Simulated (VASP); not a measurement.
# Re (P6_3/mmc) in VASP: notebook

Re is run at these levels: PBEsol; tasks: single point.

Everything below comes from runs of VASP 6.6.1. Logs are shortened: lines on timing, memory, paths and dates and some standing lists are left out, and cuts for length are marked.

## (1) The cell of the first run

It takes space group P6_3/mmc (No. 194, hexagonal). The conventional cell has a = 2.738 Å, b = 2.738 Å, c = 8.851 Å, α = 90.00°, β = 90.00°, γ = 120.00°. Re (site symmetry -6m2) has 12 Re at 2.72 to 2.74 Å within 3.6 Å. Re (site symmetry -3m) has 12 Re at 2.72 to 2.74 Å within 3.6 Å.

## (2) Single point, PBEsol

File INCAR:

```
SYSTEM = Re
ALGO     = Fast           ! electronic algorithm
EDIFF    = 1E-7           ! SCF threshold, eV
ENCUT    = 520            ! plane-wave cutoff, eV
GGA      = PS             ! functional
ISIF     = 2              ! what is computed and relaxed
ISMEAR   = -1             ! smearing method
LASPH    = .True.         ! aspherical terms in the spheres
LCHARG   = .False.        ! write CHGCAR
LREAL    = .False.        ! projectors in reciprocal space
LWAVE    = .False.        ! write WAVECAR
NBANDS   = 22             ! bands
NELM     = 60             ! most SCF steps
PREC     = Accurate       ! precision mode
SIGMA    = 0.05           ! smearing width, eV
```

File KPOINTS:

```
k-points
0
Gamma
  11 11 3
  0 0 0
```

File POSCAR:

```
Re
1.0
    2.7380539942      0.0000000000      0.0000000000
   -1.3690269971      2.3712243159      0.0000000000
    0.0000000000      0.0000000000      8.8511176418
Re
4
Direct
    0.6666666667      0.3333333333      0.7500000000
    0.0000000000      0.0000000000      0.5000000000
    0.3333333333      0.6666666667      0.2500000000
    0.0000000000      0.0000000000      0.0000000000
```

Potentials or basis: VASP PAW PBE potentials, release 64 (Re).

Started as:

```sh
> cat potpaw_PBE.64/Re/POTCAR > POTCAR
> mpirun -np 1 vasp_std > vasp.out
```

OUTCAR:

```text
SYSTEM = Re
   EDIFF = 1E-7
   ENCUT = 520
   GGA = PS
   ISIF = 2
   ISMEAR = -1
   LASPH = .True.
   LREAL = .False.
   NELM = 60
   PREC = Accurate

 ion  position               nearest neighbor table
   1  0.667  0.333  0.750-   2 2.72   4 2.72   2 2.72   4 2.72   2 2.72   4 2.72
   2  0.000  0.000  0.500-   1 2.72   3 2.72   3 2.72   1 2.72   1 2.72   3 2.72
   3  0.333  0.667  0.250-   2 2.72   4 2.72   2 2.72   4 2.72   2 2.72   4 2.72
   4  0.000  0.000  0.000-   1 2.72   3 2.72   3 2.72   1 2.72   1 2.72   3 2.72

  LATTYP: Found a hexagonal cell.
 ALAT       =     2.7380539942
 C/A-ratio  =     3.2326307883

  Lattice vectors:

 A1 = (   2.7380539942,   0.0000000000,   0.0000000000)
 A2 = (  -1.3690269971,   2.3712243159,   0.0000000000)
 A3 = (   0.0000000000,   0.0000000000,   8.8511176418)

Analysis of symmetry for initial positions (statically):
=====================================================================
 Subroutine PRICEL returns:
 Original cell was already a primitive cell.

 Routine SETGRP: Setting up the symmetry group for a
 hexagonal supercell.

 Subroutine GETGRP returns: Found 24 space group operations
 (whereof 12 operations were pure point group operations)
 out of a pool of 24 trial point group operations.

The static configuration has the point symmetry D_3d.
 The point group associated with its full space group is D_6h.

Analysis of symmetry for dynamics (positions and initial velocities):
=====================================================================
 Subroutine PRICEL returns:
 Original cell was already a primitive cell.

 Routine SETGRP: Setting up the symmetry group for a
 hexagonal supercell.

 Subroutine GETGRP returns: Found 24 space group operations
 (whereof 12 operations were pure point group operations)
 out of a pool of 24 trial point group operations.

The dynamic configuration has the point symmetry D_3d.
 The point group associated with its full space group is D_6h.

 Subroutine INISYM returns: Found 24 space group operations
 (whereof 12 operations are pure point group operations),
 and found     1 'primitive' translations

----------------------------------------------------------------------------------------

                                     Primitive cell

  volume of cell :      57.4662

  direct lattice vectors                    reciprocal lattice vectors
[... 83 lines left out ...]
   ISTART =      0    job   : 0-new  1-cont  2-samecut
   ICHARG =      2    charge: 1-file 2-atom 10-const
   ISPIN  =      1    spin polarized calculation?
   LNONCOLLINEAR =      F non collinear calculations
   LSORBIT =      F    spin-orbit coupling
   LASPH  =      T    aspherical Exc in radial PAW
   ENCUT  =  520.0 eV  38.22 Ry    6.18 a.u.   5.09  5.09 16.46*2*pi/ulx,y,z
   NELM   =     60;   NELMIN=  2; NELMDL= -5     # of ELM steps
   EDIFF  = 0.1E-06   stopping-criterion for ELM
   LREAL  =      F    real-space projection
   EDIFFG = 0.1E-05   stopping-criterion for IOM
   NSW    =      0    number of steps for IOM
   IBRION =     -1    ionic relax: 0-MD 1-quasi-New 2-CG
   NFREE  =      0    steps in history (QN), initial steepest desc. (CG)
   ISIF   =      2    stress and relaxation
   ISYM   =      2    0-nonsym 1-usesym 2-fastsym
   POTIM  = 0.5000    time-step for ionic-motion
   TEBEG  =    0.0;   TEEND  =   0.0 temperature during run
   PSTRESS=    0.0 pullay stress
   NELECT =      28.0000    total number of electrons
   NUPDOWN=      -1.0000    fix difference up-down
   EMIN   =  10.00;   EMAX   =-10.00  energy-range for DOS
   EFERMI =   0.00;   METHOD = LEGACY
   ISMEAR =    -1;   SIGMA  =   0.05  broadening in eV -4-tet -1-fermi 0-gaus
   EFERMI_NEDOS =   21; number of points for ismear=-14 and -15
   IALGO  =     68    algorithm
   IMIX   =      4    mixing-type and parameters
     AMIX     =   0.40;   BMIX     =  1.00
     AMIX_MAG =   1.60;   BMIX_MAG =  1.00
  volume/ion in A,a.u.               =      14.37        96.95
  Fermi-wavevector in a.u.,A,eV,Ry     =   1.288220  2.434382 22.579003  1.659510
  Thomas-Fermi vector in A             =   2.420187
   LORBIT       =      0    0 simple, 1 ext, 2 COOP (PROOUT), +10 PAW based schemes
   GGA     = PS    functional components
   LHFCALC =     F    Hartree Fock is set to
   AEXX    =    0.0000 exact exchange contribution
   IVDW    =     0    specifies the selected vdW correction
   LEPSILON=     F    determine dielectric tensor
   LRPA    =     F    only Hartree local field effects (RPA)
 non-spin polarized calculation
 RMM-DIIS sequential band-by-band and
  energy-cutoff  :      520.00
  volume of cell :       57.47
 maximum number of plane-waves:      1561
   NGX = 11   NGY = 11   NGZ = 33

 number of electron      27.9999999 magnetization

 Free energy of the ion-electron system (eV)
  ---------------------------------------------------
  ext. energy  EPLUGINS =         0.00000000
  ---------------------------------------------------
  free energy    TOTEN  =       -53.47205548 eV

  energy without entropy =      -53.44799479  energy(sigma->0) =      -53.46002514

 E-fermi :   8.1034     XC(G=0): -13.9499

 val. band max:        8.0991559585   @ k =   0.3636   0.2727   0.3333
 cond. band min:       8.1459465910   @ k =   0.2727   0.0000   0.0000
 fundamental gap:      0.0467906325
 Fermi energy:         8.1033787321

 k-point     1 :       0.0000    0.0000    0.0000
  band No.  band energies     occupation
      1      -2.0486      2.00000
      2       0.3078      2.00000
      3       0.3897      2.00000
      4       1.2136      2.00000
      5       5.4781      2.00000
      6       5.5740      2.00000
[... 589 lines left out ...]
     21      11.2531      0.00000
     22      11.9751      0.00000

 [... further k-points ...]
[... 5 lines left out ...]
  --------------------------------------------------------------------------------------
  -------------------------------------------------------------------------------------
  Total        1.8523508      1.8523508      1.8524203      0.0000000      0.0000000      0.0000000
  in kB       51.6441407     51.6441407     51.6460778      0.0000000      0.0000000      0.0000000
  external PRESSURE =      51.6447864 kB  Pullay stress =       0.0000000 kB

 VOLUME and BASIS-vectors are now :
 -----------------------------------------------------------------------------
  energy-cutoff  :      520.00
  volume of cell :       57.47
      direct lattice vectors                 reciprocal lattice vectors
     2.738053994  0.000000000  0.000000000     0.365222893  0.210861535  0.000000000
    -1.369026997  2.371224316  0.000000000     0.000000000  0.421723071  0.000000000
     0.000000000  0.000000000  8.851117642     0.000000000  0.000000000  0.112980082

 POSITION                                       TOTAL-FORCE (eV/Angst)
 -----------------------------------------------------------------------------------
      1.36903      0.79041      6.63834         0.000000     -0.000000     -0.000000
      0.00000      0.00000      4.42556        -0.000000      0.000000     -0.000000
     -0.00000      1.58082      2.21278        -0.000000      0.000000      0.000000
      0.00000      0.00000      0.00000        -0.000000      0.000000     -0.000000
 -----------------------------------------------------------------------------------
    total drift:                                0.000000     -0.000000      0.000000

  FREE ENERGIE OF THE ION-ELECTRON SYSTEM (eV)
  ---------------------------------------------------
  free  energy   TOTEN  =       -53.4720554836 eV

  energy  without entropy=      -53.4479947935  energy(sigma->0) =      -53.46002514
```

OSZICAR:

```text
N       E                     dE             d eps       ncg     rms          rms(c)
DAV:   1     0.174041679348E+03    0.17404E+03   -0.12435E+04  2708   0.158E+03
DAV:   2    -0.311156667249E+02   -0.20516E+03   -0.18591E+03  2760   0.698E+02
DAV:   3    -0.545047758164E+02   -0.23389E+02   -0.19983E+02  2682   0.328E+02
[... 12 lines left out ...]
RMM:  16    -0.534720535993E+02   -0.54157E-05   -0.50863E-05  2470   0.257E-02    0.647E-03
RMM:  17    -0.534720553389E+02   -0.17396E-05   -0.17406E-05  2136   0.178E-02    0.396E-03
RMM:  18    -0.534720557245E+02   -0.38558E-06   -0.33445E-06  1950   0.127E-02    0.332E-03
RMM:  19    -0.534720555578E+02    0.16668E-06   -0.12135E-06  1596   0.155E-02    0.743E-03
RMM:  20    -0.534720554836E+02    0.74153E-07   -0.52739E-07  1622   0.161E-02
   1 F= -.53472055E+02 E0= -.53460025E+02  d E =-.240607E-01
```

stdout:

```text
POSCAR found type information on POSCAR Re
 POSCAR found :  1 types and       4 ions
 scaLAPACK will be used
 -----------------------------------------------------------------------------
|                                                                             |
|                                                                             |
|     You enforced a specific xc type in the INCAR file but a different       |
|     I HOPE YOU KNOW WHAT YOU ARE DOING!                                     |
|                                                                             |
 -----------------------------------------------------------------------------

 LDA part: xc-table for (Slater+PW92), standard interpolation
 POSCAR, INCAR and KPOINTS ok, starting setup
 FFT: planning ... GRIDC
 FFT: planning ... GRID_SOFT
 FFT: planning ... GRID
 WAVECAR not read
 entering main loop
```

Wall time 57 s (1 thread of Intel Xeon Platinum 8488C (Sapphire Rapids), shared host); peak memory 0.18 GiB.

What came out:

```yaml
Free_energy: -53.4721 eV
Pressure: 5.2 GPa
Band_gap_on_the_k_mesh: zero (bands 14 and 15 overlap by 2.54 eV)
```

Levels at points of the mesh, in eV from the Fermi level:
```tsv
k point	band 11	band 12	band 13	band 14	band 15	band 16	band 17	band 18
(0.00, 0.00, 0.00)	-1.71	-1.27	-1.27	-1.16	-1.16	0.56	0.66	0.66
```

Caveat: the cell stands under pressure; the PAW data sets were made with another functional, which shifts forces and pressure a little; spin-orbit coupling is left out, which moves the levels of the heavy elements.

## (3) Single point, PBEsol

This run uses another cell than the first one, of 14.20 Å³/atom.

File INCAR:

```
ALGO = Normal
EDIFF = 1E-6
ENCUT = 520
GGA = PS
ISIF = 2
ISMEAR = -1
LASPH = T
LCHARG = F
LREAL = F
LWAVE = F
NBANDS = 22
NELM = 100
PREC = Accurate
SIGMA = 0.05
```

File KPOINTS:

```
k-points
0
Gamma
  11 11 3
```

File POSCAR:

```
Re
1.0
    2.7273797658      0.0000000000      0.0000000000
   -1.3636898829      2.3619801630      0.0000000000
    0.0000000000      0.0000000000      8.8156244886
Re
4
Direct
    0.6666666667      0.3333333333      0.7500000000
    0.0000000000      0.0000000000      0.5000000000
    0.3333333333      0.6666666667      0.2500000000
    0.0000000000      0.0000000000      0.0000000000
```

Potentials or basis: VASP PAW PBE potentials, release 64 (Re).

Started as:

```sh
> cat potpaw_PBE.64/Re/POTCAR > POTCAR
> mpirun -np 1 vasp_std > vasp.out
```

OUTCAR:

```text
EDIFF = 1E-6
   ENCUT = 520
   GGA = PS
   ISIF = 2
   ISMEAR = -1
   LASPH = T
   LREAL = F
   NELM = 100
   PREC = Accurate

 ion  position               nearest neighbor table
   1  0.667  0.333  0.750-   2 2.71   4 2.71   2 2.71   4 2.71   2 2.71   4 2.71
   2  0.000  0.000  0.500-   1 2.71   3 2.71   1 2.71   3 2.71   1 2.71   3 2.71
   3  0.333  0.667  0.250-   2 2.71   4 2.71   2 2.71   4 2.71   2 2.71   4 2.71
   4  0.000  0.000  0.000-   1 2.71   3 2.71   1 2.71   3 2.71   1 2.71   3 2.71

  LATTYP: Found a hexagonal cell.
 ALAT       =     2.7273797658
 C/A-ratio  =     3.2322687875

  Lattice vectors:

 A1 = (   2.7273797658,   0.0000000000,   0.0000000000)
 A2 = (  -1.3636898829,   2.3619801630,   0.0000000000)
 A3 = (   0.0000000000,   0.0000000000,   8.8156244886)

Analysis of symmetry for initial positions (statically):
=====================================================================
 Subroutine PRICEL returns:
 Original cell was already a primitive cell.

 Routine SETGRP: Setting up the symmetry group for a
[... 167 lines left out ...]
  ext. energy  EPLUGINS =         0.00000000
  ---------------------------------------------------
  free energy    TOTEN  =       -53.43904082 eV

  energy without entropy =      -53.41509875  energy(sigma->0) =      -53.42706979

 E-fermi :   8.2554     XC(G=0): -14.0150

 val. band max:        8.2481129789   @ k =   0.3636   0.2727   0.3333
 cond. band min:       8.2919841847   @ k =   0.2727   0.0000   0.0000
 fundamental gap:      0.0438712058
 Fermi energy:         8.2554432001

 k-point     1 :       0.0000    0.0000    0.0000
  band No.  band energies     occupation
      1      -1.9808      2.00000
      2       0.3968      2.00000
      3       0.4804      2.00000
      4       1.2740      2.00000
      5       5.5917      2.00000
      6       5.6894      2.00000
[... 589 lines left out ...]
     21      11.4581      0.00000
     22      12.1936      0.00000

 [... further k-points ...]
[... 5 lines left out ...]
  --------------------------------------------------------------------------------------
  -------------------------------------------------------------------------------------
  Total        3.6650223      3.6650223      3.6692229     -0.0000000      0.0000000      0.0000000
  in kB      103.3980282    103.3980282    103.5165357     -0.0000000      0.0000000      0.0000000
  external PRESSURE =     103.4375307 kB  Pullay stress =       0.0000000 kB

 VOLUME and BASIS-vectors are now :
 -----------------------------------------------------------------------------
  energy-cutoff  :      520.00
  volume of cell :       56.79
      direct lattice vectors                 reciprocal lattice vectors
     2.727379766  0.000000000  0.000000000     0.366652276  0.211686791  0.000000000
    -1.363689883  2.361980163  0.000000000     0.000000000  0.423373581  0.000000000
     0.000000000  0.000000000  8.815624489     0.000000000  0.000000000  0.113434959

 POSITION                                       TOTAL-FORCE (eV/Angst)
 -----------------------------------------------------------------------------------
      1.36369      0.78733      6.61172         0.000000      0.000000      0.000000
      0.00000      0.00000      4.40781        -0.000000      0.000000     -0.000000
     -0.00000      1.57465      2.20391        -0.000000      0.000000     -0.000000
      0.00000      0.00000      0.00000        -0.000000      0.000000     -0.000000
 -----------------------------------------------------------------------------------
    total drift:                                0.000000     -0.000000      0.000000

  FREE ENERGIE OF THE ION-ELECTRON SYSTEM (eV)
  ---------------------------------------------------
  free  energy   TOTEN  =       -53.4390408229 eV

  energy  without entropy=      -53.4150987483  energy(sigma->0) =      -53.42706979
```

Run time: 40 s. Hardware: 1 thread of Intel Xeon Platinum 8488C (Sapphire Rapids), shared host; peak memory 0.18 GiB.

What came out:

- Free energy: -53.4390 eV
- Pressure: 10.3 GPa
- Band gap on the k mesh: zero (bands 14 and 15 overlap by 2.59 eV)

Levels at points of the mesh, in eV from the Fermi level:
```tsv
k point	band 10	band 11	band 12	band 13	band 14	band 15	band 16	band 17	band 18	band 19
(0.00, 0.00, 0.00)	-2.02	-1.74	-1.30	-1.30	-1.18	-1.18	0.59	0.67	0.67	1.59
```

Caveat: the cell stands under pressure; the PAW data sets were made with another functional, which shifts forces and pressure a little; spin-orbit coupling is left out, which moves the levels of the heavy elements.

## (4) Single point, PBEsol

This run uses another cell than the first one, of 14.55 Å³/atom.

File INCAR:

```
SYSTEM = Re
PREC = Accurate
ENCUT = 520
EDIFF = 1E-6
ISMEAR = -1
SIGMA = 0.05
LREAL = .False.
LASPH = .True.
NELM = 60
ALGO = Fast
ISIF = 2
LWAVE = .False.
LCHARG = .False.
GGA = PS
NBANDS = 22
```

File KPOINTS:

```
Automatic mesh
0
Gamma
  11 11 3
  0 0 0
```

File POSCAR:

```
Re
1.0
    2.7493403597      0.0000000000      0.0000000000
   -1.3746701798      2.3809985952      0.0000000000
    0.0000000000      0.0000000000      8.8881998754
Re
4
Direct
    0.6666666667      0.3333333333      0.7500000000
    0.0000000000      0.0000000000      0.5000000000
    0.3333333333      0.6666666667      0.2500000000
    0.0000000000      0.0000000000      0.0000000000
```

Started as:

```sh
> cat potpaw_PBE.64/Re/POTCAR > POTCAR
> mpirun -np 1 vasp_std > vasp.out
```

It took 52 s on 1 thread of Intel Xeon Platinum 8488C (Sapphire Rapids), shared host; peak memory 0.17 GiB.

It converged, with:

| Item | Value |
| --- | --- |
| Free energy | -53.4842 eV |
| Pressure | 0.0 GPa |
| Band gap on the k mesh | zero (bands 14 and 15 overlap by 2.48 eV) |

Levels at points of the mesh, in eV from the Fermi level:
| k point | band 10 | band 11 | band 12 | band 13 | band 14 | band 15 | band 16 | band 17 | band 18 | band 19 |
| --- | --- | --- | --- | --- | --- | --- | --- | --- | --- | --- |
| (0.00, 0.00, 0.00) | -1.94 | -1.68 | -1.25 | -1.25 | -1.13 | -1.13 | 0.53 | 0.65 | 0.65 | 1.54 |

Caveat: the PAW data sets were made with another functional, which shifts forces and pressure a little; spin-orbit coupling is left out, which moves the levels of the heavy elements.

## (5) Single point, PBEsol

This run uses another cell than the first one, of 14.47 Å³/atom.

File INCAR:

```
SYSTEM = Re
ALGO     = Normal         ! electronic algorithm
EDIFF    = 1E-7           ! SCF threshold, eV
ENCUT    = 520            ! plane-wave cutoff, eV
GGA      = PS             ! functional
ISIF     = 2              ! what is computed and relaxed
ISMEAR   = -1             ! smearing method
LASPH    = .True.         ! aspherical terms in the spheres
LCHARG   = .False.        ! write CHGCAR
LREAL    = .False.        ! projectors in reciprocal space
LWAVE    = .False.        ! write WAVECAR
NBANDS   = 22             ! bands
NELM     = 60             ! most SCF steps
PREC     = Accurate       ! precision mode
SIGMA    = 0.05           ! smearing width, eV
```

File KPOINTS:

```
k-points
0
Gamma
  11 11 3
  0 0 0
```

File POSCAR:

```
Re
1.0
    2.7448241423      0.0000000000      0.0000000000
   -1.3724120711      2.3770874362      0.0000000000
    0.0000000000      0.0000000000      8.8730241836
Re
4
Direct
    0.6666666667      0.3333333333      0.7500000000
    0.0000000000      0.0000000000      0.5000000000
    0.3333333333      0.6666666667      0.2500000000
    0.0000000000      0.0000000000      0.0000000000
```

Started as:

```sh
> cat potpaw_PBE.64/Re/POTCAR > POTCAR
> mpirun -np 1 vasp_std > vasp.out
```

Run time: 48 s. Hardware: 1 thread of Intel Xeon Platinum 8488C (Sapphire Rapids), shared host; peak memory 0.18 GiB.

Results (log left out):

```yaml
Free_energy: -53.4820 eV
Pressure: 2.1 GPa
Band_gap_on_the_k_mesh: zero (bands 14 and 15 overlap by 2.51 eV)
```

Levels at points of the mesh, in eV from the Fermi level:
| k point | band 12 | band 13 | band 14 | band 15 | band 16 | band 17 |
| --- | --- | --- | --- | --- | --- | --- |
| (0.00, 0.00, 0.00) | -1.26 | -1.26 | -1.14 | -1.14 | 0.54 | 0.66 |

Caveat: the PAW data sets were made with another functional, which shifts forces and pressure a little; spin-orbit coupling is left out, which moves the levels of the heavy elements.

## (6) Overview

```csv
cell,gap on the mesh (eV),pressure (GPa)
"a = 2.738, b = 2.738, c = 8.851 Å, angles 90.0, 90.0, 120.0°, 4 atoms",none,5.2
"a = 2.727, b = 2.727, c = 8.816 Å, angles 90.0, 90.0, 120.0°, 4 atoms",none,10.3
"a = 2.749, b = 2.749, c = 8.888 Å, angles 90.0, 90.0, 120.0°, 4 atoms",none,0.0
"a = 2.745, b = 2.745, c = 8.873 Å, angles 90.0, 90.0, 120.0°, 4 atoms",none,2.1
```

Alike in all rows: task single point; level PBEsol; potentials or basis VASP PAW PBE potentials, release 64 (Re); no spin polarisation; k mesh 11 × 11 × 3; cutoff (eV) 520; smearing fermi-dirac 0.05 eV.

Caveats: the PAW data sets were made with another functional, which shifts forces and pressure a little; spin-orbit coupling is left out, which moves the levels of the heavy elements; the cell stands under pressure (at least some runs).

Absolute energies hang on the potentials; compare differences alone.

The gap in the log of VASP goes by the Fermi energy; the results here count the filled bands.